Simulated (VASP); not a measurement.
A run of VASP 6.6.1 is set up as follows.

File INCAR:

```
PREC = Accurate ; ENCUT = 520
EDIFF = 1E-7 ; ISMEAR = -1
SIGMA = 0.08 ; LREAL = F
LASPH = T ; NELM = 60
ALGO = Normal ; ISIF = 2
LWAVE = F ; LCHARG = T
GGA = PS ; LELF = T
LVHAR = T ; NBANDS = 8
```

File KPOINTS:

```
Automatic mesh
0
Gamma
  22 22 22
```

The input POSCAR:

```
C
1.0
   -0.9294272400      0.9294272400      0.9294272400
    0.9294272400     -0.9294272400      0.9294272400
    0.9294272400      0.9294272400     -0.9294272400
C
1
Direct
    0.0000000000      0.0000000000      0.0000000000
```

Potentials or basis: VASP PAW PBE potentials, release 64 (C).

Launch:

```console
$ cat potpaw_PBE.64/C/POTCAR > POTCAR
$ mpirun -np 1 vasp_std > vasp.out
```

Estimate the pressure.

561.6 GPa.

Estimate the band gap on the k mesh.

zero (band 2 reaches 40.43 eV, above the bottom of band 3 at 15.49 eV).

Caveat: the PAW data sets were made with another functional, which shifts forces and pressure a little.
